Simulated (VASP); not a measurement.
A run of VASP 6.6.1 is set up as follows.

File INCAR:

```
SYSTEM = FePt
  ALGO = Normal
  EDIFF = 1E-6
  ENCUT = 520
  GGA = PE
  ISIF = 2
  ISMEAR = 0
  ISPIN = 2
  LASPH = .True.
  LCHARG = .False.
  LMAXMIX = 4
  LORBIT = 11
  LREAL = .False.
  LWAVE = .False.
  MAGMOM = 0.5 0
  NBANDS = 20
  NELM = 150
  PREC = Accurate
  SIGMA = 0.1
```

Contents of KPOINTS:

```
k-points
0
Gamma
  18 18 18
  0 0 0
```

Contents of POSCAR:

```
FePt
1.0
   -1.8829287838     -1.8829287838     -3.8139328512
   -1.8829287838     -3.8139328512     -1.8829287838
   -3.8139328512     -1.8829287838     -1.8829287838
Fe Pt
1 1
Direct
    0.0000000000      0.0000000000      0.0000000000
    0.5000000000      0.5000000000      0.5000000000
```

Potentials or basis: VASP PAW PBE potentials, release 64 (Fe, Pt).

The run is started by

```bash
$ cat potpaw_PBE.64/Fe/POTCAR potpaw_PBE.64/Pt/POTCAR > POTCAR
$ mpirun -np 1 vasp_std > vasp.out
```

Q: What does it give for the pressure?

A: -15.1 GPa.

Q: Predict the band gap on the k mesh.

A: Zero (filled and empty bands overlap).

Stress tensor (GPa, compression positive):
```
-15.10  -1.04  -1.04
 -1.04 -15.10  -1.04
 -1.04  -1.04 -15.10
```

Caveat: the cell stands under tension; spin-orbit coupling is left out, which moves the levels of the heavy elements.
